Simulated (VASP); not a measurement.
# HfO2 (R3m) in VASP: notebook

HfO2 is run at these levels: r2SCAN; tasks: single point.

Everything below comes from runs of VASP 6.6.1. Logs are shortened: lines on timing, memory, paths and dates and some standing lists are left out, and cuts for length are marked.

## 1. The cell of the first run

Symmetry: R3m, No. 160, trigonal system. Conventional cell: a = 3.617 Å, b = 3.617 Å, c = 8.859 Å, α = 90.00°, β = 90.00°, γ = 120.00°. Within 2.8 Å of Hf (site symmetry 3m) lie 8 O at 2.10 to 2.33 Å. O (site symmetry 3m) has 4 Hf at 2.10 to 2.26 Å and 6 O at 2.56 Å within 2.8 Å. O (site symmetry 3m) has 4 Hf at 2.18 to 2.33 Å and 6 O at 2.56 Å within 2.9 Å.

## 2. Single point, r2SCAN (mode 4 (202.9 1/cm) frozen in, largest displacement -0.100 Å)

POSCAR reads:

```
HfO2
1.0
    0.0000000000      2.5575000000      2.5575000000
    2.5575000000      0.0000000000      2.5575000000
    2.5575000000      2.5575000000      0.0000000000
Hf O
1 2
Direct
    0.0020235202      0.0020235202      0.0020235202
    0.2387126047      0.2387126047      0.2387126047
    0.7387126047      0.7387126047      0.7387126047
```

INCAR.step1 reads:

```
SYSTEM = HfO2
  PREC = Accurate
  ENCUT = 520
  ISMEAR = 0
  SIGMA = 0.05
  LREAL = .FALSE.
  LASPH = .TRUE.
  NELM = 60
  NBANDS = 18
  GGA = PE
  ALGO = Normal
  EDIFF = 1E-4
  LWAVE = .TRUE.
  LCHARG = .FALSE.
```

INCAR.step2 reads:

```
SYSTEM = HfO2
  PREC = Accurate
  ENCUT = 520
  EDIFF = 1E-6
  ISMEAR = 0
  SIGMA = 0.05
  LREAL = .FALSE.
  LASPH = .TRUE.
  NELM = 60
  ALGO = Normal
  ISIF = 2
  LWAVE = .FALSE.
  LCHARG = .TRUE.
  METAGGA = R2SCAN
  LMIXTAU = .TRUE.
  LELF = .TRUE.
  LVHAR = .TRUE.
  NBANDS = 18
  ISTART = 1
```

KPOINTS reads:

```
regular mesh
0
G
  8 8 8
  0 0 0
```

Potentials or basis: VASP PAW PBE potentials, release 64 (Hf_pv, O).

On the command line:

```console
$ cat potpaw_PBE.64/Hf_pv/POTCAR potpaw_PBE.64/O/POTCAR > POTCAR
$ cp INCAR.step1 INCAR
$ mpirun -np 1 vasp_std > vasp.out
$ cp INCAR.step2 INCAR
$ mpirun -np 1 vasp_std > vasp.out
```

OUTCAR:

```text
SYSTEM = HfO2
   PREC = Accurate
   ENCUT = 520
   EDIFF = 1E-6
   ISMEAR = 0
   LREAL = .FALSE.
   LASPH = .TRUE.
   NELM = 60
   ISIF = 2
   METAGGA = R2SCAN
   ISTART = 1

 ion  position               nearest neighbor table
   1  0.002  0.002  0.002-   2 2.10   3 2.18   3 2.18   3 2.18   2 2.26   2 2.26   2 2.26   3 2.33

   2  0.239  0.239  0.239-   1 2.10   1 2.26   1 2.26   1 2.26
   3  0.739  0.739  0.739-   1 2.18   1 2.18   1 2.18   1 2.33

  LATTYP: Found a face centered cubic cell.
 ALAT       =     5.1150000000

  Lattice vectors:

 A1 = (   0.0000000000,   2.5575000000,   2.5575000000)
 A2 = (   2.5575000000,   0.0000000000,   2.5575000000)
 A3 = (   2.5575000000,   2.5575000000,   0.0000000000)

Analysis of symmetry for initial positions (statically):
=====================================================================
 Subroutine PRICEL returns:
 Original cell was already a primitive cell.

 Routine SETGRP: Setting up the symmetry group for a
 face centered cubic supercell.

 Subroutine GETGRP returns: Found  6 space group operations
 (whereof  6 operations were pure point group operations)
 out of a pool of 48 trial point group operations.

The static configuration has the point symmetry C_3v.

Analysis of symmetry for dynamics (positions and initial velocities):
=====================================================================
 Subroutine PRICEL returns:
 Original cell was already a primitive cell.

 Routine SETGRP: Setting up the symmetry group for a
 face centered cubic supercell.

 Subroutine GETGRP returns: Found  6 space group operations
 (whereof  6 operations were pure point group operations)
 out of a pool of 48 trial point group operations.

The dynamic configuration has the point symmetry C_3v.

 Subroutine INISYM returns: Found  6 space group operations
 (whereof  6 operations are pure point group operations),
 and found     1 'primitive' translations

----------------------------------------------------------------------------------------

                                     Primitive cell

  volume of cell :      33.4562

  direct lattice vectors                    reciprocal lattice vectors
     0.000000000  2.557500000  2.557500000    -0.195503421  0.195503421  0.195503421
     2.557500000  0.000000000  2.557500000     0.195503421 -0.195503421  0.195503421
     2.557500000  2.557500000  0.000000000     0.195503421  0.195503421 -0.195503421

  length of vectors
     3.616851186  3.616851186  3.616851186     0.338621859  0.338621859  0.338621859

  position of ions in fractional coordinates (direct lattice)
     0.002023520  0.002023520  0.002023520
     0.238712605  0.238712605  0.238712605
     0.738712605  0.738712605  0.738712605

  ion indices of the primitive-cell ions
   primitive index   ion index
                 1           1
                 2           2
                 3           3

----------------------------------------------------------------------------------------

 KPOINTS: regular mesh

Automatic generation of k-mesh.
 Grid dimensions read from file:
 generate k-points for:    8    8    8

 Generating k-lattice:

  Cartesian coordinates                     Fractional coordinates (reciprocal lattice)
    -0.024437928  0.024437928  0.024437928     0.125000000  0.000000000  0.000000000
     0.024437928 -0.024437928  0.024437928     0.000000000  0.125000000  0.000000000
     0.024437928  0.024437928 -0.024437928     0.000000000  0.000000000  0.125000000

  Length of vectors
     0.042327732  0.042327732  0.042327732

  Shift w.r.t. Gamma in fractional coordinates (k-lattice)
     0.000000000  0.000000000  0.000000000

 Subroutine IBZKPT returns following result:
 ===========================================

 Found     65 irreducible k-points:

 Following reciprocal coordinates:
            Coordinates               Weight
  0.000000  0.000000  0.000000      1.000000
  0.125000  0.000000  0.000000      6.000000
  0.125000  0.125000  0.125000      2.000000
  0.250000  0.000000  0.000000      6.000000
  0.250000  0.250000  0.250000      2.000000
  0.375000  0.000000  0.000000      6.000000
[... 16 lines left out ...]
 -0.250000  0.125000  0.000000     12.000000
  0.125000  0.125000  0.375000      6.000000
 [... further k-points ...]
   k-points           NKPTS =     65   k-points in BZ     NKDIM =     65   number of bands    NBANDS=     18
   number of dos      NEDOS =    301   number of ions     NIONS =      3
   total plane-waves  NPLWV =  21952
   dimension x,y,z NGX =    28 NGY =   28 NGZ =   28
   dimension x,y,z NGXF=    56 NGYF=   56 NGZF=   56
   ions per type =               1   2
   NGX,Y,Z   is equivalent  to a cutoff of  12.87, 12.87, 12.87 a.u.
   NGXF,Y,Z  is equivalent  to a cutoff of  25.74, 25.74, 25.74 a.u.
 SYSTEM =  HfO2
   PREC   = accura    normal or accurate (medium, high low for compatibility)
   ISTART =      1    job   : 0-new  1-cont  2-samecut
   ICHARG =      0    charge: 1-file 2-atom 10-const
   ISPIN  =      1    spin polarized calculation?
   LNONCOLLINEAR =      F non collinear calculations
   LSORBIT =      F    spin-orbit coupling
   LASPH  =      T    aspherical Exc in radial PAW
   ENCUT  =  520.0 eV  38.22 Ry    6.18 a.u.   6.72  6.72  6.72*2*pi/ulx,y,z
   NELM   =     60;   NELMIN=  2; NELMDL=  0     # of ELM steps
   EDIFF  = 0.1E-05   stopping-criterion for ELM
   LREAL  =      F    real-space projection
   EDIFFG = 0.1E-04   stopping-criterion for IOM
   NSW    =      0    number of steps for IOM
   IBRION =     -1    ionic relax: 0-MD 1-quasi-New 2-CG
   NFREE  =      0    steps in history (QN), initial steepest desc. (CG)
   ISIF   =      2    stress and relaxation
   ISYM   =      2    0-nonsym 1-usesym 2-fastsym
   POTIM  = 0.5000    time-step for ionic-motion
   TEBEG  =    0.0;   TEEND  =   0.0 temperature during run
   PSTRESS=    0.0 pullay stress
   NELECT =      22.0000    total number of electrons
   NUPDOWN=      -1.0000    fix difference up-down
   EMIN   =  10.00;   EMAX   =-10.00  energy-range for DOS
   EFERMI =   0.00;   METHOD = LEGACY
   ISMEAR =     0;   SIGMA  =   0.05  broadening in eV -4-tet -1-fermi 0-gaus
   EFERMI_NEDOS =   21; number of points for ismear=-14 and -15
   IALGO  =     38    algorithm
   IMIX   =      4    mixing-type and parameters
     AMIX     =   0.40;   BMIX     =  1.00
     AMIX_MAG =   1.60;   BMIX_MAG =  1.00
  volume/ion in A,a.u.               =      11.15        75.26
  Fermi-wavevector in a.u.,A,eV,Ry     =   1.423607  2.690227 27.574337  2.026657
  Thomas-Fermi vector in A             =   2.544186
   LORBIT       =      0    0 simple, 1 ext, 2 COOP (PROOUT), +10 PAW based schemes
   METAGGA = R2SCAN    functional components
   LHFCALC =     F    Hartree Fock is set to
   AEXX    =    0.0000 exact exchange contribution
   IVDW    =     0    specifies the selected vdW correction
   LEPSILON=     F    determine dielectric tensor
   LRPA    =     F    only Hartree local field effects (RPA)
 non-spin polarized calculation
 Gauss-broadening in eV      SIGMA  =   0.05
  energy-cutoff  :      520.00
  volume of cell :       33.46
 maximum number of plane-waves:       934
   NGX = 13   NGY = 13   NGZ = 13

 number of electron      22.0000004 magnetization

 Free energy of the ion-electron system (eV)
  ---------------------------------------------------
  ext. energy  EPLUGINS =         0.00000000
  ---------------------------------------------------
  free energy    TOTEN  =       -68.46629002 eV

  energy without entropy =      -68.46629002  energy(sigma->0) =      -68.46629002

 E-fermi :   3.8991     XC(G=0): -12.4185

 val. band max:        3.6936927159   @ k =   0.5000   0.5000   0.0000
 cond. band min:       7.9456098260   @ k =   0.5000   0.5000   0.0000
 fundamental gap:      4.2519171102
 Fermi energy:         3.8991348003

 k-point     1 :       0.0000    0.0000    0.0000
  band No.  band energies     occupation
      1     -27.0887      2.00000
      2     -27.0734      2.00000
      3     -27.0734      2.00000
      4     -15.8817      2.00000
      5     -13.0616      2.00000
      6      -1.5911      2.00000
[... 10 lines left out ...]
     17      14.3064      0.00000
     18      16.2255      0.00000

 k-point     2 :       0.1250    0.0000    0.0000
  band No.  band energies     occupation
      1     -27.1381      2.00000
      2     -27.0919      2.00000
      3     -27.0799      2.00000
      4     -15.6879      2.00000
      5     -13.2100      2.00000
      6      -1.5205      2.00000
[... 10 lines left out ...]
     17      14.2012      0.00000
     18      16.2240      0.00000

 k-point     3 :       0.1250    0.1250    0.1250
  band No.  band energies     occupation
      1     -27.1502      2.00000
      2     -27.0799      2.00000
      3     -27.0799      2.00000
      4     -15.6869      2.00000
      5     -13.2115      2.00000
      6      -1.4446      2.00000
[... 10 lines left out ...]
     17      14.0681      0.00000
     18      16.2243      0.00000

 k-point     4 :       0.2500    0.0000    0.0000
  band No.  band energies     occupation
      1     -27.2794      2.00000
      2     -27.1092      2.00000
      3     -27.0956      2.00000
      4     -15.2261      2.00000
      5     -13.5183      2.00000
      6      -1.1655      2.00000
[... 10 lines left out ...]
     17      13.8135      0.00000
     18      16.2155      0.00000

 k-point     5 :       0.2500    0.2500    0.2500
  band No.  band energies     occupation
      1     -27.2933      2.00000
      2     -27.0955      2.00000
      3     -27.0955      2.00000
      4     -15.2259      2.00000
      5     -13.5181      2.00000
      6      -1.0806      2.00000
[... 10 lines left out ...]
     17      13.6298      0.00000
     18      16.2189      0.00000

 k-point     6 :       0.3750    0.0000    0.0000
  band No.  band energies     occupation
      1     -27.4145      2.00000
      2     -27.1259      2.00000
      3     -27.1111      2.00000
      4     -14.8162      2.00000
      5     -13.7178      2.00000
      6      -0.7725      2.00000
[... 10 lines left out ...]
     17      13.6354      0.00000
     18      16.1816      0.00000

 k-point     7 :       0.3750    0.3750    0.3750
  band No.  band energies     occupation
      1     -27.4296      2.00000
      2     -27.1111      2.00000
      3     -27.1111      2.00000
      4     -14.8296      2.00000
      5     -13.7004      2.00000
      6      -0.7132      2.00000
[... 10 lines left out ...]
     17      13.8833      0.00000
     18      16.1888      0.00000

 k-point     8 :       0.5000    0.0000    0.0000
  band No.  band energies     occupation
      1     -27.4687      2.00000
      2     -27.1327      2.00000
      3     -27.1175      2.00000
      4     -14.6968      2.00000
      5     -13.7325      2.00000
      6      -0.6027      2.00000
[... 10 lines left out ...]
     17      13.5337      0.00000
     18      16.2006      0.00000
[... 229 lines left out ...]
     17      14.2978      0.00000
     18      16.2063      0.00000

 k-point    20 :      -0.3750    0.1250    0.0000
  band No.  band energies     occupation
      1     -27.4262      2.00000
      2     -27.1699      2.00000
      3     -27.1260      2.00000
      4     -14.6233      2.00000
      5     -13.7967      2.00000
      6      -0.9554      2.00000
[... 10 lines left out ...]
     17      14.2943      0.00000
     18      16.2030      0.00000

 k-point    21 :       0.1250    0.1250    0.5000
  band No.  band energies     occupation
      1     -27.4271      2.00000
      2     -27.1775      2.00000
      3     -27.1176      2.00000
      4     -14.6181      2.00000
      5     -13.8027      2.00000
      6      -0.9745      2.00000
[... 10 lines left out ...]
     17      14.2881      0.00000
     18      16.2035      0.00000

 k-point    22 :      -0.3750    0.5000   -0.3750
  band No.  band energies     occupation
      1     -27.4417      2.00000
      2     -27.1631      2.00000
      3     -27.1176      2.00000
      4     -14.6398      2.00000
      5     -13.7764      2.00000
      6      -0.9637      2.00000
[... 10 lines left out ...]
     17      14.3767      0.00000
     18      16.2042      0.00000

 k-point    23 :      -0.2500    0.1250    0.0000
  band No.  band energies     occupation
      1     -27.3284      2.00000
      2     -27.1519      2.00000
      3     -27.1083      2.00000
      4     -14.9339      2.00000
      5     -13.6838      2.00000
      6      -1.1550      2.00000
[... 10 lines left out ...]
     17      13.9847      0.00000
     18      16.2140      0.00000

 k-point    24 :       0.1250    0.1250    0.3750
  band No.  band energies     occupation
      1     -27.3326      2.00000
      2     -27.1562      2.00000
      3     -27.1000      2.00000
      4     -14.9295      2.00000
      5     -13.6892      2.00000
      6      -1.1748      2.00000
[... 10 lines left out ...]
     17      13.9982      0.00000
     18      16.2142      0.00000

 [... further k-points ...]
[... 5 lines left out ...]
  --------------------------------------------------------------------------------------
  -------------------------------------------------------------------------------------
  Total       -2.2164926     -2.2164926     -2.2164926      0.1643151      0.1643151      0.1643151
  in kB     -106.1450993   -106.1450993   -106.1450993      7.8688477      7.8688477      7.8688477
  external PRESSURE =    -106.1450993 kB  Pullay stress =       0.0000000 kB

 VOLUME and BASIS-vectors are now :
 -----------------------------------------------------------------------------
  energy-cutoff  :      520.00
  volume of cell :       33.46
      direct lattice vectors                 reciprocal lattice vectors
     0.000000000  2.557500000  2.557500000    -0.195503421  0.195503421  0.195503421
     2.557500000  0.000000000  2.557500000     0.195503421 -0.195503421  0.195503421
     2.557500000  2.557500000  0.000000000     0.195503421  0.195503421 -0.195503421

 POSITION                                       TOTAL-FORCE (eV/Angst)
 -----------------------------------------------------------------------------------
      0.01035      0.01035      0.01035        -0.293801     -0.293801     -0.293801
      1.22101      1.22101      1.22101         0.236700      0.236700      0.236700
      3.77851      3.77851      3.77851         0.057101      0.057101      0.057101
 -----------------------------------------------------------------------------------
    total drift:                                0.000438      0.000438      0.000438

  FREE ENERGIE OF THE ION-ELECTRON SYSTEM (eV)
  ---------------------------------------------------
  free  energy   TOTEN  =       -68.4662900187 eV

  energy  without entropy=      -68.4662900186  energy(sigma->0) =      -68.46629002
```

It took 75 s on 1 thread of Intel Xeon 6975P-C (Granite Rapids), shared host; peak memory 0.18 GiB.

Results:

```yaml
Free_energy: -68.4663 eV
Pressure: -10.6 GPa
Largest_force: 0.509 eV/Å
Band_gap_on_the_k_mesh: 4.25 eV, direct
```

Forces on the atoms (eV/Å):
```
Hf  -0.294 -0.294 -0.294
O    0.237  0.237  0.237
O    0.057  0.057  0.057
```

Stress tensor (GPa, compression positive):
```
-10.61   0.79   0.79
  0.79 -10.61   0.79
  0.79   0.79 -10.61
```

Levels at points of the mesh, in eV from the valence-band top:
| k point | band 7 | band 8 | band 9 | band 10 | band 11 | band 12 | band 13 | band 14 | band 15 | band 16 |
| --- | --- | --- | --- | --- | --- | --- | --- | --- | --- | --- |
| (0.00, 0.00, 0.00) | -5.28 | -5.23 | -0.74 | -0.74 | -0.65 | 4.48 | 4.48 | 6.21 | 10.54 | 10.61 |
| (0.50, 0.00, 0.00) | -4.23 | -3.04 | -2.71 | -1.93 | -1.92 | 5.04 | 5.05 | 7.19 | 9.48 | 9.61 |
| (0.50, 0.50, 0.50) | -4.26 | -3.11 | -2.71 | -1.88 | -1.88 | 5.03 | 5.03 | 6.93 | 9.65 | 9.65 |
| (0.50, 0.50, 0.00) | -3.56 | -3.54 | -1.61 | -1.49 | 0.00 | 4.25 | 5.85 | 6.97 | 8.32 | 8.49 |

Caveat: the cell differs from its parent crystal (mode 4 (202.9 1/cm) frozen in, largest displacement -0.100 Å); the PAW data sets were made with another functional, which shifts forces and pressure a little; spin-orbit coupling is left out, which moves the levels of the heavy elements.

## 3. Single point, r2SCAN (mode 4 (202.9 1/cm) frozen in, largest displacement +0.050 Å)

POSCAR reads:

```
HfO2
1.0
    0.0000000000      2.5575000000      2.5575000000
    2.5575000000      0.0000000000      2.5575000000
    2.5575000000      2.5575000000      0.0000000000
Hf O
1 2
Direct
   -0.0010117601     -0.0010117601     -0.0010117601
    0.2556436976      0.2556436976      0.2556436976
    0.7556436976      0.7556436976      0.7556436976
```

INCAR.step1 reads:

```
ALGO = Normal
EDIFF = 1E-4
ENCUT = 520
GGA = PE
ISMEAR = 0
LASPH = T
LCHARG = F
LREAL = F
LWAVE = T
NBANDS = 18
NELM = 60
PREC = Accurate
SIGMA = 0.05
```

INCAR.step2 reads:

```
ALGO = Normal
EDIFF = 1E-6
ENCUT = 520
ISIF = 2
ISMEAR = 0
ISTART = 1
LASPH = T
LCHARG = F
LMIXTAU = T
LREAL = F
LWAVE = F
METAGGA = R2SCAN
NBANDS = 18
NELM = 60
PREC = Accurate
SIGMA = 0.05
```

KPOINTS reads:

```
k-points
0
Gamma
  8 8 8
```

Potentials or basis: VASP PAW PBE potentials, release 64 (Hf_pv, O).

On the command line:

```console
$ cat potpaw_PBE.64/Hf_pv/POTCAR potpaw_PBE.64/O/POTCAR > POTCAR
$ cp INCAR.step1 INCAR
$ mpirun -np 1 vasp_std > vasp.out
$ cp INCAR.step2 INCAR
$ mpirun -np 1 vasp_std > vasp.out
```

Wall time 69 s (1 thread of Intel Xeon 6975P-C (Granite Rapids), shared host); peak memory 0.19 GiB.

It converged, with:

* Free energy: -68.4873 eV
* Pressure: -11.6 GPa
* Largest force: 0.220 eV/Å
* Band gap on the k mesh: 4.23 eV, direct

Forces in eV/Å, atoms in the order of the input:
```
Hf   0.127  0.127  0.127
O   -0.042 -0.042 -0.042
O   -0.085 -0.085 -0.085
```

Stress tensor (GPa, compression positive):
```
-11.64   0.19   0.19
  0.19 -11.64   0.19
  0.19   0.19 -11.64
```

Levels at points of the mesh, in eV from the valence-band top:
```tsv
k point	band 9	band 10	band 11	band 12	band 13	band 14
(0.00, 0.00, 0.00)	-0.65	-0.65	-0.63	4.37	4.37	6.24
(0.50, 0.00, 0.00)	-2.74	-1.88	-1.88	5.01	5.01	7.22
(0.50, 0.50, 0.50)	-2.73	-1.87	-1.87	5.00	5.00	7.15
(0.50, 0.50, 0.00)	-1.53	-1.50	0.00	4.23	5.86	6.94
```

Caveat: the cell differs from its parent crystal (mode 4 (202.9 1/cm) frozen in, largest displacement +0.050 Å); the PAW data sets were made with another functional, which shifts forces and pressure a little; spin-orbit coupling is left out, which moves the levels of the heavy elements. A k mesh can miss the band edges.
